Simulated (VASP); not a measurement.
# Bi (C2/m) in VASP: further runs

Bi is run at these levels: PBE; tasks: relaxation of cell and atoms, single point.

Everything below comes from runs of VASP 6.6.1. Logs are shortened: lines on timing, memory, paths and dates and some standing lists are left out, and cuts for length are marked.

### Step 1. The cell of the first run

The structure is monoclinic, space group C2/m (No. 12). The conventional cell has a = 8.908 Å, b = 4.989 Å, c = 4.165 Å, α = 90.00°, β = 91.89°, γ = 90.00°. Bi (site symmetry m) has 14 Bi at 3.15 to 4.21 Å within 4.3 Å. Bi (site symmetry 2/m) has 14 Bi at 3.15 to 4.17 Å within 4.2 Å.

### Step 2. Relaxation of cell and atoms, PBE

The input, INCAR:

```
SYSTEM = Bi
ALGO = Normal ; EDIFF = 1E-6
EDIFFG = -0.04 ; ENCUT = 600
GGA = PE ; IBRION = 2
ISIF = 3 ; ISMEAR = 0
LASPH = .True. ; LCHARG = .False.
LREAL = .False. ; LWAVE = .False.
NELM = 100 ; NSW = 90
PREC = Accurate ; SIGMA = 0.1
```

The input, KPOINTS:

```
k-points
0
Gamma
  4 4 4
  0 0 0
```

The input, POSCAR:

```
Bi
1.0
    4.4540815817     -2.4943950891      0.0000000000
    4.4540815817      2.4943950891      0.0000000000
   -0.1372274964      0.0000000000      4.1629531063
Bi
3
Direct
    0.6760000000      0.6760000000      0.6750000000
    0.3240000000      0.3240000000      0.3250000000
    0.0000000000      0.0000000000      0.0000000000
```

Potentials or basis: VASP PAW PBE potentials, release 64 (Bi_d).

Run with:

```console
$ cat potpaw_PBE.64/Bi_d/POTCAR > POTCAR
$ mpirun -np 1 vasp_std > vasp.out
```

OUTCAR:

```text
SYSTEM = Bi
   EDIFF = 1E-6
   EDIFFG = -0.04
   ENCUT = 600
   GGA = PE
   IBRION = 2
   ISIF = 3
   ISMEAR = 0
   LASPH = .True.
   LREAL = .False.
   NELM = 100
   NSW = 90
   PREC = Accurate

 ion  position               nearest neighbor table
   1  0.676  0.676  0.675-   3 3.15   2 3.20   2 3.20   3 3.26   3 3.26   2 3.41   2 3.88   2 3.88

   2  0.324  0.324  0.325-   3 3.15   1 3.20   1 3.20   3 3.26   3 3.26   1 3.41   1 3.88   1 3.88

   3  0.000  0.000  0.000-   1 3.15   2 3.15   1 3.26   1 3.26   2 3.26   2 3.26

  LATTYP: Found a base centered monoclinic cell.
 ALAT       =     8.9081631634
 B/A-ratio  =     0.5600245625
 C/A-ratio  =     0.4675727418
 COS(beta)  =    -0.0329460833

  Lattice vectors:

 A1 = (   4.4540815817,  -2.4943950891,   0.0000000000)
 A2 = (   4.4540815817,   2.4943950891,   0.0000000000)
 A3 = (  -0.1372274964,   0.0000000000,   4.1629531063)

Analysis of symmetry for initial positions (statically):
=====================================================================
 Subroutine PRICEL returns:
 Original cell was already a primitive cell.

 Routine SETGRP: Setting up the symmetry group for a
 base centered monoclinic supercell.

 Subroutine GETGRP returns: Found  4 space group operations
 (whereof  4 operations were pure point group operations)
 out of a pool of  4 trial point group operations.

The static configuration has the point symmetry C_2h.

Analysis of symmetry for dynamics (positions and initial velocities):
=====================================================================
 Subroutine PRICEL returns:
 Original cell was already a primitive cell.

 Routine SETGRP: Setting up the symmetry group for a
 base centered monoclinic supercell.

 Subroutine GETGRP returns: Found  4 space group operations
 (whereof  4 operations were pure point group operations)
 out of a pool of  4 trial point group operations.

The dynamic configuration has the point symmetry C_2h.

 Subroutine INISYM returns: Found  4 space group operations
 (whereof  4 operations are pure point group operations),
 and found     1 'primitive' translations

----------------------------------------------------------------------------------------

                                     Primitive cell

  volume of cell :      92.5028

  direct lattice vectors                    reciprocal lattice vectors
     4.454081582 -2.494395089  0.000000000     0.112256588 -0.200449400  0.003700424
     4.454081582  2.494395089  0.000000000     0.112256588  0.200449400  0.003700424
    -0.137227496  0.000000000  4.162953106     0.000000000  0.000000000  0.240214092

  length of vectors
     5.104982820  5.104982820  4.165214274     0.229772054  0.229772054  0.240214092

  position of ions in fractional coordinates (direct lattice)
     0.676000000  0.676000000  0.675000000
     0.324000000  0.324000000  0.325000000
     0.000000000  0.000000000  0.000000000

  ion indices of the primitive-cell ions
   primitive index   ion index
                 1           1
                 2           2
                 3           3

----------------------------------------------------------------------------------------

 KPOINTS: k-points

Automatic generation of k-mesh.
 Grid dimensions read from file:
 generate k-points for:    4    4    4

 Generating k-lattice:

  Cartesian coordinates                     Fractional coordinates (reciprocal lattice)
     0.028064147 -0.050112350  0.000925106     0.250000000  0.000000000  0.000000000
     0.028064147  0.050112350  0.000925106     0.000000000  0.250000000  0.000000000
     0.000000000  0.000000000  0.060053523     0.000000000  0.000000000  0.250000000

  Length of vectors
     0.057443013  0.057443013  0.060053523

  Shift w.r.t. Gamma in fractional coordinates (k-lattice)
     0.000000000  0.000000000  0.000000000

 Subroutine IBZKPT returns following result:
 ===========================================

 Found     24 irreducible k-points:

 Following reciprocal coordinates:
            Coordinates               Weight
  0.000000  0.000000  0.000000      1.000000
  0.250000  0.000000  0.000000      4.000000
  0.500000  0.000000  0.000000      2.000000
  0.250000  0.250000  0.000000      2.000000
  0.500000  0.250000  0.000000      4.000000
 -0.250000  0.250000  0.000000      2.000000
[... 16 lines left out ...]
 -0.250000  0.250000  0.500000      2.000000
  0.500000  0.500000  0.500000      1.000000
   k-points           NKPTS =     24   k-points in BZ     NKDIM =     24   number of bands    NBANDS=     27
   number of dos      NEDOS =    301   number of ions     NIONS =      3
   total plane-waves  NPLWV =  63504
   dimension x,y,z NGX =    42 NGY =   42 NGZ =   36
   dimension x,y,z NGXF=    84 NGYF=   84 NGZF=   72
   ions per type =               3
   NGX,Y,Z   is equivalent  to a cutoff of  13.68, 13.68, 14.37 a.u.
   NGXF,Y,Z  is equivalent  to a cutoff of  27.35, 27.35, 28.74 a.u.
 SYSTEM =  Bi
   PREC   = accura    normal or accurate (medium, high low for compatibility)
   ISTART =      0    job   : 0-new  1-cont  2-samecut
   ICHARG =      2    charge: 1-file 2-atom 10-const
   ISPIN  =      1    spin polarized calculation?
   LNONCOLLINEAR =      F non collinear calculations
   LSORBIT =      F    spin-orbit coupling
   LASPH  =      T    aspherical Exc in radial PAW
   ENCUT  =  600.0 eV  44.10 Ry    6.64 a.u.  10.20 10.20  8.32*2*pi/ulx,y,z
   NELM   =    100;   NELMIN=  2; NELMDL= -5     # of ELM steps
   EDIFF  = 0.1E-05   stopping-criterion for ELM
   LREAL  =      F    real-space projection
   EDIFFG = -.4E-01   stopping-criterion for IOM
   NSW    =     90    number of steps for IOM
   IBRION =      2    ionic relax: 0-MD 1-quasi-New 2-CG
   NFREE  =      1    steps in history (QN), initial steepest desc. (CG)
   ISIF   =      3    stress and relaxation
   ISYM   =      2    0-nonsym 1-usesym 2-fastsym
   POTIM  = 0.5000    time-step for ionic-motion
   TEBEG  =    0.0;   TEEND  =   0.0 temperature during run
   PSTRESS=    0.0 pullay stress
   NELECT =      45.0000    total number of electrons
   NUPDOWN=      -1.0000    fix difference up-down
   EMIN   =  10.00;   EMAX   =-10.00  energy-range for DOS
   EFERMI =   0.00;   METHOD = LEGACY
   ISMEAR =     0;   SIGMA  =   0.10  broadening in eV -4-tet -1-fermi 0-gaus
   EFERMI_NEDOS =   21; number of points for ismear=-14 and -15
   IALGO  =     38    algorithm
   IMIX   =      4    mixing-type and parameters
     AMIX     =   0.40;   BMIX     =  1.00
     AMIX_MAG =   1.60;   BMIX_MAG =  1.00
  volume/ion in A,a.u.               =      30.83       208.08
  Fermi-wavevector in a.u.,A,eV,Ry     =   1.287540  2.433098 22.555180  1.657759
  Thomas-Fermi vector in A             =   2.419548
   LORBIT       =      0    0 simple, 1 ext, 2 COOP (PROOUT), +10 PAW based schemes
   GGA     = PE    functional components
   LHFCALC =     F    Hartree Fock is set to
   AEXX    =    0.0000 exact exchange contribution
   IVDW    =     0    specifies the selected vdW correction
   LEPSILON=     F    determine dielectric tensor
   LRPA    =     F    only Hartree local field effects (RPA)
 conjugate gradient relaxation of ions
 non-spin polarized calculation
 Gauss-broadening in eV      SIGMA  =   0.10
  energy-cutoff  :      600.00
  volume of cell :       92.50
 maximum number of plane-waves:      3110
 NGX is ok and might be reduce to    42
   NGX = 21   NGY = 21   NGZ = 17

--------------------------------------- Ionic step        1  -------------------------------------------

 number of electron      45.0000001 magnetization

 Free energy of the ion-electron system (eV)
  ---------------------------------------------------
  ext. energy  EPLUGINS =         0.00000000
  ---------------------------------------------------
  free energy    TOTEN  =       -10.96481473 eV

  energy without entropy =      -10.94581504  energy(sigma->0) =      -10.95531488

 E-fermi :   7.9194     XC(G=0): -10.2773

 val. band max:        7.9192636276   @ k =   0.2500   0.0000   0.2500
 cond. band min:       7.9964171824   @ k =   0.2500   0.0000   0.5000
 fundamental gap:      0.0771535548
 Fermi energy:         7.9193861470

 k-point     1 :       0.0000    0.0000    0.0000
  band No.  band energies     occupation
      1     -15.1490      2.00000
      2     -15.1489      2.00000
      3     -14.9763      2.00000
      4     -14.9731      2.00000
      5     -14.9642      2.00000
      6     -14.9582      2.00000
[... 813 lines left out ...]
  FREE ENERGIE OF THE ION-ELECTRON SYSTEM (eV)
  ---------------------------------------------------
  free  energy   TOTEN  =       -11.1230057478 eV

  energy  without entropy=      -11.1058793939  energy(sigma->0) =      -11.11444257

[... ionic steps 4 to 11 ...]

--------------------------------------- Ionic step       12  -------------------------------------------

 number of electron      45.0000011 magnetization

------------------------ aborting loop because EDIFF is reached ----------------------------------------

  FORCE on cell =-STRESS in cart. coord.  units (eV):
  Direction    XX          YY          ZZ          XY          YZ          ZX
  --------------------------------------------------------------------------------------
  -------------------------------------------------------------------------------------
  Total       -0.0469215      0.1167901      0.0032568      0.0000000      0.0000000     -0.0349699
  in kB       -0.7159988      1.7821569      0.0496970      0.0000000      0.0000000     -0.5336225
  external PRESSURE =       0.3719517 kB  Pullay stress =       0.0000000 kB
[... 59 lines left out ...]
  energy  without entropy=      -11.4941713153  energy(sigma->0) =      -11.50240994

--------------------------------------- Ionic step       14  -------------------------------------------

 number of electron      45.0000008 magnetization

 Free energy of the ion-electron system (eV)
  ---------------------------------------------------
  ext. energy  EPLUGINS =         0.00000000
  ---------------------------------------------------
  free energy    TOTEN  =       -11.51128798 eV

  energy without entropy =      -11.49504334  energy(sigma->0) =      -11.50316566

 E-fermi :   6.4402     XC(G=0):  -9.5908

 val. band max:        6.1680485352   @ k =   0.5000   0.5000   0.2500
 cond. band min:       6.4659536590   @ k =  -0.2500   0.2500   0.2500
 fundamental gap:      0.2979051239
 Fermi energy:         6.4401735635

 k-point     1 :       0.0000    0.0000    0.0000
  band No.  band energies     occupation
      1     -16.5814      2.00000
      2     -16.5811      2.00000
      3     -16.4045      2.00000
      4     -16.4045      2.00000
      5     -16.4038      2.00000
      6     -16.4037      2.00000
[... 739 lines left out ...]
  FREE ENERGIE OF THE ION-ELECTRON SYSTEM (eV)
  ---------------------------------------------------
  free  energy   TOTEN  =       -11.5112879808 eV

  energy  without entropy=      -11.4950433442  energy(sigma->0) =      -11.50316566

 reached required accuracy - stopping structural energy minimisation
```

Wall time 6.5 min (1 thread of AMD EPYC 9R14 (Zen 4), shared host); peak memory 0.25 GiB.

What came out:

```
Free energy                           : -11.5113 eV
Relaxed volume                        : 35.09 Å³/atom
Relaxed cell                          : a = 4.750 Å, b = 4.750 Å, c = 5.390 Å, α = 90.04°, β = 90.04°, γ = 59.96°
Space group after relaxing (to 0.1 Å) : R-3m (No. 166)
Energy gained by relaxing             : 182.2 meV/atom
Ionic steps                           : 14
Pressure after relaxing               : -0.1 GPa
Largest force after relaxing          : 0.012 eV/Å
Band gap on the k mesh                : zero (an odd number of electrons rules out a gap without spin polarisation)
```

Forces on the atoms (eV/Å):
```
Bi  -0.007  0.000 -0.009
Bi   0.007  0.000  0.009
Bi   0.000  0.000  0.000
```

The path:
```tsv
step	energy change (eV)	largest force (eV/Å)	pressure (GPa)	volume (Å³)
1	0.0000	0.4004	4.96	92.50
2	-0.1423	0.1498	-1.82	105.85
3	-0.1582	0.2041	-0.40	102.40
4	-0.2230	0.1919	-0.52	103.18
5	-0.3941	0.1123	-0.56	104.91
6	-0.4561	0.1565	0.08	105.84
7	-0.5000	0.0739	-0.28	105.88
8	-0.4965	0.0385	-0.46	105.67
9	-0.5041	0.0562	-0.38	105.81
10	-0.5430	0.1227	-0.12	105.38
11	-0.5431	0.1265	-0.11	105.36
12	-0.5449	0.0853	0.04	105.00
13	-0.5458	0.0329	0.24	104.52
14	-0.5465	0.0117	-0.11	105.26
```

Final structure:
```yaml
crystal:
  lattice:
    - [4.11340, -2.37339, 0.07107]
    - [4.11340, 2.37339, 0.07107]
    - [-0.09739, 0.00000, 5.38926]
  atoms:
    - { symbol: Bi, position: [0.66679, 0.66679, 0.66689] }
    - { symbol: Bi, position: [0.33321, 0.33321, 0.33311] }
    - { symbol: Bi, position: [0.00000, 0.00000, 0.00000] }
```

Levels at points of the mesh, in eV from the Fermi level:
```
           k point  band 19  band 20  band 21  band 22  band 23  band 24  band 25  band 26
(0.00, 0.00, 0.00)    -1.26    -1.25    -1.25    -1.25    -1.01    -1.01     2.82     3.13
(0.50, 0.00, 0.00)    -3.36    -2.83    -2.47    -2.47     1.51     1.51     1.81     1.82
(0.50, 0.50, 0.00)    -3.36    -2.84    -2.47    -2.46     1.52     1.52     1.81     1.82
(0.00, 0.00, 0.50)    -1.65    -1.64    -0.93     0.08     0.08     0.63     0.64     0.64
(0.50, 0.00, 0.50)    -4.92    -1.95    -1.94    -1.89    -1.88     2.99     3.00     4.63
(0.50, 0.50, 0.50)    -4.92    -1.94    -1.93    -1.88    -1.88     2.99     3.00     4.63
```

Caveat: the k points lie up to 0.38 Å⁻¹ apart in the final cell, too coarse for converged energies and pressures of a metal; a cell axis changed by over 15 % at a fixed basis, so the end point is rough; spin-orbit coupling is left out, which moves the levels of the heavy elements.

### Step 3. Single point, PBE

The input, INCAR:

```
PREC     = Accurate       # precision mode
ENCUT    = 520            # plane-wave cutoff, eV
EDIFF    = 1E-7           # SCF threshold, eV
ISMEAR   = 0              # smearing method
SIGMA    = 0.1            # smearing width, eV
LREAL    = False          # projectors in reciprocal space
LASPH    = True           # aspherical terms in the spheres
NELM     = 100            # most SCF steps
ALGO     = Normal         # electronic algorithm
ISIF     = 2              # what is computed and relaxed
LWAVE    = False          # write WAVECAR
LCHARG   = True           # write CHGCAR
GGA      = PE             # functional
LELF     = True           # ELF
LVHAR    = True         
NBANDS   = 30             # bands
```

The input, KPOINTS:

```
regular mesh
0
Gamma
  4 4 4
```

POSCAR is that of step 2.

Potentials or basis: VASP PAW PBE potentials, release 64 (Bi_d).

Run with:

```console
$ cat potpaw_PBE.64/Bi_d/POTCAR > POTCAR
$ mpirun -np 1 vasp_std > vasp.out
```

Run time: 38 s. Hardware: 1 thread of AMD EPYC 9R14 (Zen 4), shared host; peak memory 0.2 GiB.

It converged, with:

```yaml
Free_energy: -10.9647 eV
Pressure: 4.9 GPa
Largest_force: 0.400 eV/Å
Band_gap_on_the_k_mesh: zero (an odd number of electrons rules out a gap without spin polarisation)
```

Forces on the atoms (eV/Å):
```
Bi  -0.379  0.000 -0.127
Bi   0.379  0.000  0.127
Bi   0.000  0.000  0.000
```

Stress tensor (GPa, compression positive):
```
4.78 0.00 0.87
0.00 3.70 0.00
0.87 0.00 6.22
```

Levels at points of the mesh, in eV from the Fermi level:
```csv
k point,band 19,band 20,band 21,band 22,band 23,band 24,band 25,band 26,band 27,band 28
"(0.00, 0.00, 0.00)",-2.89,-2.66,-2.22,-2.17,-0.62,-0.32,3.37,4.63,4.99,6.44
"(0.50, 0.00, 0.00)",-4.69,-1.23,-1.18,-0.93,1.67,1.70,2.33,2.78,3.84,5.45
"(0.50, 0.50, 0.00)",-4.54,-1.43,-1.13,-0.91,1.98,2.11,2.39,2.71,3.43,5.05
"(0.00, 0.00, 0.50)",-2.51,-2.02,-1.61,-1.51,-0.27,-0.06,-0.03,0.13,0.60,3.86
"(0.50, 0.00, 0.50)",-5.41,-2.94,-2.60,-2.45,-2.09,3.41,3.58,3.64,4.75,7.62
"(0.50, 0.50, 0.50)",-5.34,-2.55,-2.37,-2.25,-2.19,3.22,3.48,3.97,4.21,7.56
```

Caveat: the k points lie up to 0.38 Å⁻¹ apart, too coarse for converged energies and pressures of a metal; spin-orbit coupling is left out, which moves the levels of the heavy elements.
